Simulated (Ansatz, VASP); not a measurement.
**Two plane-wave programs on GaSi62**

```xyz
63
Lattice="10.8600 0.0000 0.0000 0.0000 10.8600 0.0000 0.0000 0.0000 10.8600" Properties=species:S:1:pos:R:3 pbc="T T T"
Ga    5.5144   -0.0810    0.0790
Si    6.8063    1.4312    1.3667
Si    8.1763    2.7321    0.0022
Si    9.5268    4.0860    1.3550
Si    8.1388    0.0062    2.6989
Si    9.5115    1.3610    4.0706
Si    0.0009    0.0002   -0.0053
Si    1.3758    1.3316    1.3515
Si    2.7320    2.7021    0.0105
Si    4.1030    4.0590    1.3508
Si    5.4340    5.4337   -0.0057
Si    6.7888    6.7924    1.3479
Si    8.1371    8.1580   -0.0114
Si    9.5022    9.5065    1.3487
Si    2.7023   -0.0074    2.7378
Si    4.0810    1.3543    4.0732
Si    5.4423    2.7330    2.7369
Si    6.7961    4.0861    4.0878
Si    8.1470    5.4369    2.7072
Si    9.5070    6.7883    4.0666
Si    5.4338    0.0007    5.4214
Si    6.7917    1.3316    6.7955
Si    8.1479    2.7289    5.4374
Si    9.5247    4.0635    6.7919
Si    8.1765   -0.0077    8.1232
Si    9.5127    1.3534    9.5014
Si    0.0051    5.4291   -0.0093
Si    1.3492    6.7666    1.3555
Si    2.7018    8.1175    0.0025
Si    4.0028    9.4878    1.3671
Si    0.0173    2.7301    2.7071
Si    1.3722    4.0637    4.0848
Si    2.7062    5.4179    2.7078
Si    4.0758    6.7846    4.0707
Si    5.4299    8.1567    2.6984
Si    6.7886    9.5073    4.0627
Si    0.0061    0.0035    5.4265
Si    1.3903    1.3460    6.8105
Si    2.7298    2.7043    5.4391
Si    4.0876    4.0457    6.8095
Si    5.4309    5.4281    5.4266
Si    6.7959    6.7672    6.7690
Si    8.1468    8.1477    5.4181
Si    9.5268    9.4997    6.7691
Si    2.7341   -0.0134    8.1548
Si    5.4516    2.7040    8.1508
Si    6.7916    4.0597    9.5228
Si    8.1480    5.4182    8.1262
Si    9.5105    6.7860    9.4944
Si   -0.0013    8.1480    2.7067
Si    1.3495    9.4992    4.0880
Si    0.0023    5.4322    5.4228
Si    1.3723    6.7696    6.7918
Si    2.7061    8.1473    5.4378
Si    4.1030    9.5047    6.7968
Si    0.0187    2.7043    8.1507
Si    1.3896    4.0456    9.5088
Si    2.7308    5.4165    8.1515
Si    4.0818    6.7827    9.5013
Si    5.4430    8.1186    8.1223
Si    6.8039    9.4911    9.4246
Si    0.0176    8.1479    8.1249
Si    1.3763    9.5042    9.5229
```

Alike in both runs: functional LDA; k mesh 1 × 1 × 1; occupations gaussian, width 0.05 eV; collinear spin.

Ansatz relaxed the structure, and its values are those at the end. VASP's run is a single point on that final structure, the one shown.

|  | VASP | Ansatz |
| --- | --- | --- |
| version | VASP 6.6.1 | Ansatz 0.2.0 |
| potentials or method | VASP PAW LDA potentials, release 64 (Ga_d, Si), cutoff 520 eV | scalar-relativistic, plane waves, PAW |
| valence electrons in the cell | 261 | 261 |

|  | VASP | Ansatz | Ansatz less VASP |
| --- | --- | --- | --- |
| rms of the force components (eV/Å) | 0.004 | 0.004 | -0.0007 |
| net moment per atom (μB) | 0.00 | 0.00 | 0.000 |

Ansatz warns that its potentials were made for another functional, while VASP's fit it. LDA's correlation is that of Perdew and Zunger in VASP and of Perdew and Wang (1992) in Ansatz. Ansatz's warnings: seeded moment not kept.
